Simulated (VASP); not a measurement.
Wanted: the native input for a VASP 6.6.1 run.

| Property | Result |
| --- | --- |
| Task | relaxation of cell and atoms |
| Functional | r2SCAN |
| Potentials or basis | VASP PAW PBE potentials, release 64 (Al) |
| Cutoff | 600 eV |
| k mesh | 18 × 18 × 18 |
| Occupations | gaussian, width 0.1 eV |
| Spin | no spin polarisation |
| Dipole correction | no |
| Further INCAR settings | ALGO = Normal; EDIFF = 1e-06; IBRION = 2; EDIFFG = -0.005; NSW = 100; ISIF = 3 |

Crystal: Al.

```
CELL_PARAMETERS angstrom
0.00000 2.01946 2.01946
2.01946 0.00000 2.01946
2.01946 2.01946 0.00000
ATOMIC_POSITIONS crystal
Al 0.00000 0.00000 0.00000
```

The input as run:

POSCAR

```
Al
1.0
    0.0000000000      2.0194648466      2.0194648466
    2.0194648466      0.0000000000      2.0194648466
    2.0194648466      2.0194648466      0.0000000000
Al
1
Direct
    0.0000000000      0.0000000000      0.0000000000
```

INCAR.step1

```
SYSTEM = Al
PREC = Accurate
ENCUT = 600
ISMEAR = 0
SIGMA = 0.1
LREAL = .FALSE.
LASPH = .TRUE.
NELM = 60
GGA = PE
ALGO = Normal
EDIFF = 1E-4
LWAVE = .TRUE.
LCHARG = .FALSE.
```

INCAR.step2

```
SYSTEM = Al
PREC = Accurate
ENCUT = 600
EDIFF = 1E-6
ISMEAR = 0
SIGMA = 0.1
LREAL = .FALSE.
LASPH = .TRUE.
NELM = 60
ALGO = Normal
ISIF = 3
LWAVE = .FALSE.
LCHARG = .FALSE.
METAGGA = R2SCAN
LMIXTAU = .TRUE.
IBRION = 2
NSW = 100
EDIFFG = -0.005
ISTART = 1
```

KPOINTS

```
Automatic mesh
0
G
  18 18 18
  0 0 0
```

Potentials or basis: VASP PAW PBE potentials, release 64 (Al).

Command:

```bash
$ cat potpaw_PBE.64/Al/POTCAR > POTCAR
$ cp INCAR.step1 INCAR
$ mpirun -np 1 vasp_std > vasp.out
$ cp INCAR.step2 INCAR
$ mpirun -np 1 vasp_std > vasp.out
```

It gave:

| Item | Value |
| --- | --- |
| Relaxed volume | 15.84 Å³/atom |
| Relaxed cell | a = 2.819 Å, b = 2.819 Å, c = 2.819 Å, α = 60.00°, β = 60.00°, γ = 60.00° |
| Space group after relaxing (to 0.05 Å) | Fm-3m (No. 225) |
| Energy gained by relaxing | 6.7 meV/atom |
| Ionic steps | 3 |
| Pressure after relaxing | 0.0 GPa |

Caveat: the PAW data sets were made with another functional, which shifts forces and pressure a little.

Wall time 76 s on 1 thread of Intel Xeon 6975P-C, with other jobs on the host, peak memory 0.16 GiB.
